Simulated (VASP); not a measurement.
A run of VASP 6.6.1:

File POSCAR:

```
K
1.0
    0.0000000000      4.8055537704      4.8055537704
    4.8055537704      0.0000000000      4.8055537704
    4.8055537704      4.8055537704      0.0000000000
K
2
Direct
   -0.1250000000     -0.1250000000     -0.1250000000
    0.1250000000      0.1250000000      0.1250000000
```

The input INCAR.step1:

```
  ALGO = Normal
  EDIFF = 1E-6
  ENCUT = 520
  GGA = PE
  ISIF = 2
  ISMEAR = -1
  LASPH = True
  LCHARG = True
  LREAL = False
  LWAVE = False
  NBANDS = 16
  NELM = 60
  PREC = Accurate
  SIGMA = 0.1
```

KPOINTS.step1

```
k-points
0
Gamma
  8 8 8
```

INCAR.step2

```
  ALGO = Normal
  EDIFF = 1E-6
  ENCUT = 520
  GGA = PE
  ICHARG = 11
  ISIF = 2
  ISMEAR = -5
  LASPH = True
  LCHARG = False
  LORBIT = 10
  LREAL = False
  LWAVE = False
  NEDOS = 2001
  NELM = 60
  PREC = Accurate
  SIGMA = 0.1
```

KPOINTS.step2

```
k-points
0
Gamma
  12 12 12
```

Potentials or basis: VASP PAW PBE potentials, release 64 (K_sv).

Launch:

```bash
$ cat potpaw_PBE.64/K_sv/POTCAR > POTCAR
$ cp INCAR.step1 INCAR
$ cp KPOINTS.step1 KPOINTS
$ mpirun -np 1 vasp_std > vasp.out
$ cp INCAR.step2 INCAR
$ cp KPOINTS.step2 KPOINTS
$ mpirun -np 1 vasp_std > vasp.out
```

Hardware: 1 thread of Oxide Virtual Turin-like Processor, on a shared host.

Problem. How long does it take, and how much memory?

Solution. Run time: 4.9 min on 1 thread of Oxide Virtual Turin-like Processor (shared host), peak memory 0.43 GiB. Counts: k points 72.
